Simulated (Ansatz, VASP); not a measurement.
# One calculation of CdF2, two programs

```
CELL_PARAMETERS angstrom
0.00000 2.90505 2.82836
2.90505 0.00000 2.82836
2.90505 2.90505 0.00000
ATOMIC_POSITIONS crystal
Cd 0.00000 0.00000 0.00000
F 0.25000 0.25000 0.25000
F 0.75000 0.75000 0.75000
```

Alike in both runs: task single point; functional PBE; k mesh 8 × 8 × 8; occupations gaussian, width 0.05 eV; no spin polarisation.

|  | VASP | Ansatz |
| --- | --- | --- |
| version | VASP 6.6.1 | Ansatz 0.2.0 |
| potentials or method | VASP PAW PBE potentials, release 64 (Cd, F), cutoff 520 eV | scalar-relativistic, plane waves, PAW |
| valence electrons in the cell | 26 | 34 |

VASP gave:

| Property | Result |
| --- | --- |
| gap on the k mesh at the Fermi level (eV) | 2.34 |
| least direct gap on the mesh (eV) | 2.83 |
| pressure (GPa) | -9.5 |
| traceless stress, the component that is largest in VASP (GPa) | 1.63 |

**Question.** What did Ansatz give for the same quantities?

**Answer.** gap on the k mesh at the Fermi level (eV): 2.37; least direct gap on the mesh (eV): 2.85; pressure (GPa): -9.7; traceless stress, the component that is largest in VASP (GPa): 1.64.

VASP's potentials hold 26 valence electrons a cell and Ansatz's 34, so a difference there can come from the potentials and not from the codes.
